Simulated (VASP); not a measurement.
Wanted: the native input for a VASP 6.6.1 run.

| Quantity | Value |
| --- | --- |
| Task | single point |
| Functional | LDA |
| Potentials or basis | VASP PAW LDA potentials, release 64 (Te, Cd, Zn) |
| Cutoff | 520 eV |
| k mesh | 6 × 6 × 1 |
| Occupations | gaussian, width 0.05 eV |
| Spin | no spin polarisation |
| Dipole correction | yes |
| Further INCAR settings | ALGO = Normal; EDIFF = 1e-06; NBANDS = 32 |

The structure of ZnCd2Te2 lies in POSCAR:

```
ZnCd2Te2
1.0
    4.5325544674      0.0000000000      0.0000000000
   -2.2662772337      3.9253073128      0.0000000000
    0.0000000000      0.0000000000     19.8672286441
Te Cd Zn
2 2 1
Direct
    0.0000000000      0.0000000000      0.2013365866
    0.3333333333      0.6666666667      0.3964595968
    0.3333333333      0.6666666667      0.2479059306
    0.6666666667      0.3333333333      0.4211573136
    0.7777777778      0.5555555556      0.5516490173
```

The input as run:

INCAR

```
PREC     = Accurate       # precision mode
ENCUT    = 520            # plane-wave cutoff, eV
EDIFF    = 1E-6           # SCF threshold, eV
ISMEAR   = 0              # smearing method
SIGMA    = 0.05           # smearing width, eV
LREAL    = F              # projectors in reciprocal space
LASPH    = T              # aspherical terms in the spheres
NELM     = 60             # most SCF steps
ALGO     = Normal         # electronic algorithm
ISIF     = 2              # what is computed and relaxed
LWAVE    = F              # write WAVECAR
LCHARG   = F              # write CHGCAR
LDIPOL   = T            
IDIPOL   = 3            
DIPOL    = 0.5 0.5 0.364
NBANDS   = 32             # bands
```

KPOINTS

```
regular mesh
0
Gamma
  6 6 1
```

Potentials or basis: VASP PAW LDA potentials, release 64 (Te, Cd, Zn).

Command:

```bash
$ cat potpaw_LDA.64/Te/POTCAR potpaw_LDA.64/Cd/POTCAR potpaw_LDA.64/Zn/POTCAR > POTCAR
$ mpirun -np 1 vasp_std > vasp.out
```

Results of the run:

```
Largest force          : 0.371 eV/Å
Band gap on the k mesh : zero (filled and empty bands touch)
```

Caveat: spin-orbit coupling is left out, which moves the levels of the heavy elements.

Run time: 4.5 min on 1 thread of Intel(R) Xeon(R) 6975P-C (Granite Rapids) (shared host), peak memory 0.44 GiB.
